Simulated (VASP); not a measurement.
Write the native input for VASP 6.6.1 that does the following.

* Task: single point
* Functional: PBEsol
* Potentials or basis: VASP PAW PBE potentials, release 64 (Rb_sv, Br)
* Cutoff: 520 eV
* k mesh: 6 × 6 × 6
* Occupations: gaussian, width 0.01 eV
* Spin: no spin polarisation
* Dipole correction: no
* Further INCAR settings: ALGO = Normal; EDIFF = 1e-07; NBANDS = 15

The structure of RbBr lies in POSCAR:

```
RbBr
1.0
    3.0787285832      3.0787285832      0.0000000000
   -3.0787285832      3.0787285832      0.0000000000
    0.0000000000      3.0787285832      3.0787285832
Rb Br
1 1
Direct
    0.0000000000      0.0000000000      0.0000000000
    0.5000000000      0.5000000000      0.0000000000
```

One way to write it, as run:

INCAR

```
  PREC = Accurate
  ENCUT = 520
  EDIFF = 1E-7
  ISMEAR = 0
  SIGMA = 0.01
  LREAL = False
  LASPH = True
  NELM = 80
  ALGO = Normal
  ISIF = 2
  LWAVE = False
  LCHARG = False
  GGA = PS
  NBANDS = 15
```

KPOINTS

```
regular mesh
0
Gamma
  6 6 6
```

Potentials or basis: VASP PAW PBE potentials, release 64 (Rb_sv, Br).

Command:

```bash
$ cat potpaw_PBE.64/Rb_sv/POTCAR potpaw_PBE.64/Br/POTCAR > POTCAR
$ mpirun -np 1 vasp_std > vasp.out
```

It gave:

```yaml
Pressure: 10.2 GPa
Band_gap_on_the_k_mesh: 4.82 eV, indirect (least direct gap 4.93 eV)
```

Caveat: the PAW data sets were made with another functional, which shifts forces and pressure a little.

Wall time 6.6 s on 1 thread of Intel(R) Xeon(R) 6975P-C (Granite Rapids), with other jobs on the host, peak memory 0.17 GiB.
